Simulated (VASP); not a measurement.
Crystal: AlNi.

```
CELL_PARAMETERS angstrom
1.93869 -1.95319 0.00000
1.93869 1.95319 0.00000
0.00000 0.00000 3.09943
ATOMIC_POSITIONS crystal
Al 0.00000 0.00000 0.00000
Ni 0.50000 0.50000 0.50000
```

Base run:

| Item | Value |
| --- | --- |
| Program | VASP 6.6.1 |
| Functional | PBEsol |
| Potentials or basis | VASP PAW PBE potentials, release 64 (Al, Ni) |
| Cutoff | 520 eV |
| k mesh | 10 × 10 × 10 |
| Occupations | gaussian, width 0.1 eV |
| Spin | no spin polarisation |

Its results: pressure 0.6 GPa.

**Question.** The run is repeated on the same cell with these changes: k mesh from 10 × 10 × 10 to 2 × 2 × 2. What comes out?

**Answer.** Pressure 3.6 GPa.

Caveats: some runs use coarse meshes; the PAW data sets were made with another functional, which shifts forces and pressure a little.
